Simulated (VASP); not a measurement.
Here is a VASP 6.6.1 calculation.

Contents of INCAR:

```
SYSTEM = Si4S
ALGO     = Normal         ! electronic algorithm
EDIFF    = 1E-7           ! SCF threshold, eV
ENCUT    = 520            ! plane-wave cutoff, eV
GGA      = PE             ! functional
ISIF     = 2              ! what is computed and relaxed
ISMEAR   = 0              ! smearing method
LASPH    = .TRUE.         ! aspherical terms in the spheres
LCHARG   = .TRUE.         ! write CHGCAR
LELF     = .TRUE.         ! ELF
LREAL    = .FALSE.        ! projectors in reciprocal space
LVHAR    = .TRUE.       
LWAVE    = .FALSE.        ! write WAVECAR
NBANDS   = 19             ! bands
NELM     = 60             ! most SCF steps
PREC     = Accurate       ! precision mode
SIGMA    = 0.1            ! smearing width, eV
```

File KPOINTS:

```
k-points
0
G
  12 12 12
  0 0 0
```

Contents of POSCAR:

```
Si4S
1.0
    1.9533070405      1.1277423457      8.1291152790
   -1.9533070405      1.1277423457      8.1291152790
    0.0000000000     -2.2554846913      8.1291152790
Si S
4 1
Direct
    0.9128221703      0.9128221703      0.9128221703
    0.0871778297      0.0871778297      0.0871778297
    0.4514119122      0.4514119122      0.4514119122
    0.5485880878      0.5485880878      0.5485880878
    0.0000000000      0.0000000000      0.0000000000
```

Potentials or basis: VASP PAW PBE potentials, release 64 (Si, S).

The run is started by

```console
$ cat potpaw_PBE.64/Si/POTCAR potpaw_PBE.64/S/POTCAR > POTCAR
$ mpirun -np 1 vasp_std > vasp.out
```

**Question.** What does it give for the pressure?

**Answer.** -0.1 GPa.

**Question.** What does it give for the largest force?

**Answer.** 0.029 eV/Å.

Forces in eV/Å, atoms in the order of the input:
```
Si   0.000  0.000  0.029
Si   0.000  0.000 -0.029
Si   0.000  0.000  0.003
Si   0.000  0.000 -0.003
S    0.000  0.000  0.000
```
